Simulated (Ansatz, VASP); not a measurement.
# One calculation of YRh2, two programs

```
Y Rh
1.0
     0.00000    3.69076    3.69076
     3.69076    0.00000    3.69076
     3.69076    3.69076    0.00000
Y Rh
2 4
Direct
  0.00000 0.00000 0.00000
  0.25000 0.25000 0.25000
  0.62500 0.62500 0.62500
  0.12500 0.62500 0.62500
  0.62500 0.62500 0.12500
  0.62500 0.12500 0.62500
```

Alike in both runs: functional LDA; k mesh 8 × 8 × 8; occupations gaussian, width 0.1 eV; no spin polarisation.

Ansatz relaxed the structure, and its values are those at the end. VASP's run is a single point on that final structure, the one shown.

|  | VASP | Ansatz |
| --- | --- | --- |
| version | VASP 6.6.1 | Ansatz 0.2.0 |
| potentials or method | VASP PAW LDA potentials, release 64 (Y_sv, Rh_pv), cutoff 520 eV | scalar-relativistic, plane waves, PAW |
| valence electrons in the cell | 82 | 90 |

|  | VASP | Ansatz | Ansatz less VASP |
| --- | --- | --- | --- |
| gap on the k mesh at the Fermi level (eV) | none | none | - |
| pressure (GPa) | 0.4 | 0.0 | -0.38 |

LDA's correlation is that of Perdew and Zunger in VASP and of Perdew and Wang (1992) in Ansatz. A gap of «none» marks a metal or a gap that the smearing closes. VASP's potentials hold 82 valence electrons a cell and Ansatz's 90, so a difference there can come from the potentials and not from the codes.
